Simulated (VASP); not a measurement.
# In: relaxation of cell and atoms with r2SCAN

Crystal: In.

```
In
1.0
     3.33000    0.00000    0.00000
    -1.66500    2.88386    0.00000
     0.00000    0.00000    5.43789
In
2
Direct
  0.33333 0.66667 0.25000
  0.66667 0.33333 0.75000
```

This isn't the form of In at room conditions, which is tetragonal.

```json
{
 "Program": "VASP 6.6.1",
 "Task": "relaxation of cell and atoms",
 "Functional": "r2SCAN",
 "Potentials or basis": "VASP PAW PBE potentials, release 64 (In_d)",
 "Cutoff": "600 eV",
 "k mesh": "7 × 7 × 4",
 "Occupations": "fermi-dirac, width 0.05 eV",
 "Spin": "no spin polarisation",
 "Target pressure": "30 GPa",
 "Dipole correction": "no",
 "Further INCAR settings": "ALGO = Normal; EDIFF = 1e-06; IBRION = 2; EDIFFG = -0.02; NSW = 80; ISIF = 3"
}
```

- Relaxed volume: 19.22 Å³/atom
- Relaxed cell: a = 3.004 Å, b = 3.004 Å, c = 4.920 Å, α = 90.00°, β = 90.00°, γ = 120.00°
- Space group after relaxing (to 0.1 Å): P6_3/mmc (No. 194)
- Energy change on relaxing (the run minimises the enthalpy): +474.8 meV/atom
- Ionic steps: 10
- Pressure after relaxing: 30.0 GPa
- Band gap on the k mesh: zero (bands 13 and 14 overlap by 8.16 eV)

The path:
```tsv
step	energy change (eV)	largest force (eV/Å)	pressure (GPa)	volume (Å³)
1	0.0000	0.0000	-0.02	52.22
2	11.3421	0.0000	279.19	23.29
3	0.6808	0.0000	23.35	40.07
4	0.8161	0.0000	26.74	39.20
5	0.9528	0.0000	30.07	38.43
6	0.9070	0.0000	28.97	38.68
7	0.9099	0.0000	29.01	38.66
8	0.9092	0.0000	29.01	38.67
9	0.9194	0.0000	29.26	38.61
10	0.9497	0.0000	30.01	38.45
```

Final structure:
```xyz
2
Lattice="3.0037 0.0000 0.0000 -1.5019 2.6013 0.0000 0.0000 0.0000 4.9204" Properties=species:S:1:pos:R:3 pbc="T T T"
In    0.0000    1.7342    1.2301
In    1.5019    0.8671    3.6903
```

Levels at points of the mesh, in eV from the Fermi level:
```csv
k point,band 11,band 12,band 13,band 14,band 15,band 16
"(0.00, 0.00, 0.00)",-12.71,-5.32,-4.69,11.29,11.29,12.05
"(0.00, 0.00, 0.50)",-10.81,-10.81,4.10,4.10,12.33,12.33
```

It took 6.8 min on 1 thread of Intel(R) Xeon(R) 6975P-C (Granite Rapids), with other jobs on the host, peak memory 0.22 GiB.

Caveat: the cell is relaxed towards a set pressure, so the run minimises the enthalpy, not the energy; the volume moved by over 15 % at a fixed basis, so the end points are rough; the PAW data sets were made with another functional, which shifts forces and pressure a little; spin-orbit coupling is left out, which moves the levels of the heavy elements.
